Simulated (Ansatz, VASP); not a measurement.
Two plane-wave programs on CsH5

```xyz
6
Lattice="5.4581 0.0000 0.0000 -2.7291 4.7269 0.0000 0.0000 0.0000 7.7871" Properties=species:S:1:pos:R:3 pbc="T T T"
Cs    0.0000    0.0000    0.0000
H     2.7291    0.0000    0.0000
H    -1.3645    2.3634    0.0000
H     1.3645    2.3634    0.0000
H     0.0000    0.0000    3.5194
H     0.0000    0.0000    4.2677
```

Alike in both runs: functional PBE; k mesh 6 × 6 × 4; occupations gaussian, width 0.1 eV; no spin polarisation.

Ansatz relaxed the structure, and its values are those at the end. VASP's run is a single point on that final structure, the one shown.

|  | VASP | Ansatz |
| --- | --- | --- |
| version | VASP 6.6.1 | Ansatz 0.2.0 |
| potentials or method | VASP PAW PBE potentials, release 64 (Cs_sv, H), cutoff 520 eV | scalar-relativistic, plane waves, PAW |
| valence electrons in the cell | 14 | 14 |

|  | VASP | Ansatz | Ansatz less VASP |
| --- | --- | --- | --- |
| gap on the k mesh at the Fermi level (eV) | none | none | - |
| pressure (GPa) | 0.0 | 0.0 | +0.05 |
| rms of the force components (eV/Å) | 0.003 | 0.007 | +0.0041 |

A gap of «none» marks a metal or a gap that the smearing closes.

Spin-orbit coupling is off throughout.
